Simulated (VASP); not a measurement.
**Ta: single point with PBE**

Crystal: Ta.

```
Ta
1.0
    -1.64814    1.64814    1.74967
     1.64814   -1.64814    1.74967
     1.64814    1.64814   -1.74967
Ta
1
Direct
  0.00000 0.00000 0.00000
```

This cell differs from its parent crystal: volume 19.011 Å^3 an atom, c/a of the conventional cell 1.0616.

| Item | Value |
| --- | --- |
| Program | VASP 6.6.1 |
| Task | single point |
| Functional | PBE |
| Potentials or basis | VASP PAW PBE potentials, release 64 (Ta_pv) |
| Cutoff | 520 eV |
| k mesh | 20 × 20 × 20 |
| Occupations | gaussian, width 0.15 eV |
| Spin | no spin polarisation |

```json
{
  "Pressure": "-6.7 GPa"
}
```

Stress tensor (GPa, compression positive):
```
 -4.87   0.00   0.00
  0.00  -4.87   0.00
  0.00   0.00 -10.29
```

Levels at points of the mesh, in eV from the Fermi level:
```tsv
k point	band 2	band 3	band 4	band 5	band 6	band 7	band 8	band 9
(0.00, 0.00, 0.00)	-33.30	-33.30	-7.72	0.52	0.52	1.20	3.30	4.22
(0.50, 0.00, 0.00)	-33.60	-33.30	-4.18	-1.15	1.22	3.15	4.66	7.16
(0.50, 0.50, 0.00)	-33.66	-33.34	-4.13	-1.86	1.62	4.26	4.94	7.35
(0.50, 0.50, 0.50)	-33.95	-33.95	-3.60	-3.42	6.24	6.47	6.47	7.18
```

Wall time 61 s on 1 thread of Intel Xeon 6975P-C (shared host), peak memory 0.26 GiB.

Caveat: spin-orbit coupling is left out, which moves the levels of the heavy elements.
